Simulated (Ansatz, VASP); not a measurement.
# ReBi in VASP and in Ansatz

The input INCAR:

```
SYSTEM = ReBi
PREC = Accurate
ENCUT = 520
EDIFF = 1E-6
ISMEAR = 0
SIGMA = 0.05
LREAL = .FALSE.
LASPH = .TRUE.
NELM = 60
ALGO = Fast
ISIF = 2
LWAVE = .FALSE.
LCHARG = .TRUE.
GGA = CA
LELF = .TRUE.
LVHAR = .TRUE.
NBANDS = 18
```

File KPOINTS:

```
Automatic mesh
0
G
  10 10 10
  0 0 0
```

The input POSCAR:

```
ReBi
1.0
    0.0000000000      3.1097581038      3.1097581038
    3.1097581038      0.0000000000      3.1097581038
    3.1097581038      3.1097581038      0.0000000000
Re Bi
1 1
Direct
    0.0000000000      0.0000000000      0.0000000000
    0.2500000000      0.2500000000      0.2500000000
```

Input for Ansatz:

```yaml
crystal:
  lattice:
    - [0.0, 3.1097581038, 3.1097581038]
    - [3.1097581038, 0.0, 3.1097581038]
    - [3.1097581038, 3.1097581038, 0.0]
  atoms:
    - { symbol: Re, position: [0.0, 0.0, 0.0] }
    - { symbol: Bi, position: [0.25, 0.25, 0.25] }
basis:
  ecutwfc: 420
  ecutrho_ratio: 4
kpoints:
  mp_grid: { grid: [10, 10, 10] }
hamiltonian:
  xc: lda
scf:
  occupations: { method: gaussian, width: 0.05 }
output:
  forces: true
  stress: true
  eigenvalues: true
  populations: true
```

Alike in both runs: task single point; functional LDA; k mesh 10 × 10 × 10; occupations gaussian, width 0.05 eV; no spin polarisation.

|  | VASP | Ansatz |
| --- | --- | --- |
| version | VASP 6.6.1 | Ansatz 0.2.0 |
| potentials or method | VASP PAW LDA potentials, release 64 (Re, Bi_d), cutoff 520 eV | scalar-relativistic, plane waves, PAW |
| valence electrons in the cell | 22 | 30 |

VASP gave:

| Property | Result |
| --- | --- |
| gap on the k mesh at the Fermi level (eV) | none |
| pressure (GPa) | -5.1 |

Problem. What did Ansatz give for the same quantities?

Solution. gap on the k mesh at the Fermi level (eV): none; pressure (GPa): -5.3.

LDA's correlation is that of Perdew and Zunger in VASP and of Perdew and Wang (1992) in Ansatz. A gap of «none» marks a metal or a gap that the smearing closes. VASP's potentials hold 22 valence electrons a cell and Ansatz's 30, so a difference there can come from the potentials and not from the codes.

Spin-orbit coupling is off throughout.
